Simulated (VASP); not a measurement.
**Sb: single point with PBE+D3(BJ)**

Slab: Sb, a slab with vacuum.

```
CELL_PARAMETERS angstrom
4.06868 0.00000 0.00000
-2.03434 3.52358 0.00000
0.00000 0.00000 20.80003
ATOMIC_POSITIONS crystal
Sb 0.33333 0.66667 0.29567
Sb 0.66667 0.33333 0.21635
Sb 0.33333 0.66667 0.56010
Sb 0.66667 0.33333 0.48077
```

```json
{
 "Program": "VASP 6.6.1",
 "Task": "single point",
 "Functional": "PBE",
 "Dispersion": "D3(BJ)",
 "Potentials or basis": "VASP PAW PBE potentials, release 64 (Sb)",
 "Cutoff": "520 eV",
 "k mesh": "9 × 9 × 1",
 "Occupations": "gaussian, width 0.05 eV",
 "Spin": "no spin polarisation"
}
```

```
Largest force              : 0.211 eV/Å
Band gap on the k mesh     : 0.90 eV, indirect (least direct gap 1.49 eV)
Dispersion energy per atom : -0.291 eV
```

Forces on the atoms (eV/Å):
```
Sb   0.000  0.000  0.211
Sb   0.000  0.000 -0.059
Sb   0.000  0.000  0.059
Sb   0.000  0.000 -0.211
```

Levels at points of the mesh, in eV from the valence-band top:
```csv
k point,band 6,band 7,band 8,band 9,band 10,band 11,band 12,band 13,band 14,band 15
"(0.00, 0.00, 0.00)",-0.22,-0.05,-0.05,0.00,0.00,1.49,1.98,2.76,2.76,2.79
```

Wall time 3.5 min on 1 thread of AMD EPYC 7R13, with other jobs on the host, peak memory 0.36 GiB.

Caveat: spin-orbit coupling is left out, which moves the levels of the heavy elements.
